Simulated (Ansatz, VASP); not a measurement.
## SiO2 in VASP and in Ansatz

File INCAR:

```
SYSTEM = SiO2
PREC = Accurate
ENCUT = 520
EDIFF = 1E-6
ISMEAR = 0
SIGMA = 0.01
LREAL = .False.
LASPH = .True.
NELM = 80
ALGO = Normal
ISIF = 2
LWAVE = .False.
LCHARG = .False.
GGA = PE
NBANDS = 25
```

File KPOINTS:

```
regular mesh
0
Gamma
  8 8 8
  0 0 0
```

Contents of POSCAR:

```
SiO2
1.0
   -1.7634127747      1.7634127747      4.2599941509
    1.7634127747     -1.7634127747      4.2599941509
    1.7634127747      1.7634127747     -4.2599941509
Si O
2 4
Direct
    0.7500000000      0.2500000000      0.5000000000
    0.0000000000      0.0000000000      0.0000000000
    0.5421687973      0.0421687973      0.5000000000
    0.7921687973      0.7921687973      0.0000000000
    0.2078312027      0.2078312027      0.0000000000
    0.9578312027      0.4578312027      0.5000000000
```

Input for Ansatz:

```yaml
crystal:
  lattice:
    - [-1.7634127747, 1.7634127747, 4.2599941509]
    - [1.7634127747, -1.7634127747, 4.2599941509]
    - [1.7634127747, 1.7634127747, -4.2599941509]
  atoms:
    - { symbol: Si, position: [0.75, 0.25, 0.5] }
    - { symbol: Si, position: [0.0, 0.0, 0.0] }
    - { symbol: O, position: [0.5421687973, 0.0421687973, 0.5] }
    - { symbol: O, position: [0.7921687973, 0.7921687973, 0.0] }
    - { symbol: O, position: [0.2078312027, 0.2078312027, 0.0] }
    - { symbol: O, position: [0.9578312027, 0.4578312027, 0.5] }
kpoints:
  mp_grid: { grid: [8, 8, 8] }
hamiltonian:
  xc: pbe
scf:
  occupations: { method: fixed }
  n_extra_bands: 5
output:
  forces: true
  stress: true
  eigenvalues: true
```

Alike in both runs: task single point; functional PBE; k mesh 8 × 8 × 8; no spin polarisation.

|  | VASP | Ansatz |
| --- | --- | --- |
| version | VASP 6.6.1 | Ansatz 0.2.0 |
| potentials or method | VASP PAW PBE potentials, release 64 (Si, O) | plane waves, PAW |
| plane-wave cutoff (eV) | 520 | 420 |
| occupations | gaussian, width 0.01 eV | fixed |
| valence electrons in the cell | 32 | 32 |

|  | VASP | Ansatz | Ansatz less VASP |
| --- | --- | --- | --- |
| gap on the k mesh at the Fermi level (eV) | 5.81 | 5.82 | +0.014 |
| pressure (GPa) | 0.1 | 0.0 | -0.11 |
| traceless stress, the component that is largest in VASP (GPa) | 0.37 | -0.04 | -0.405 |
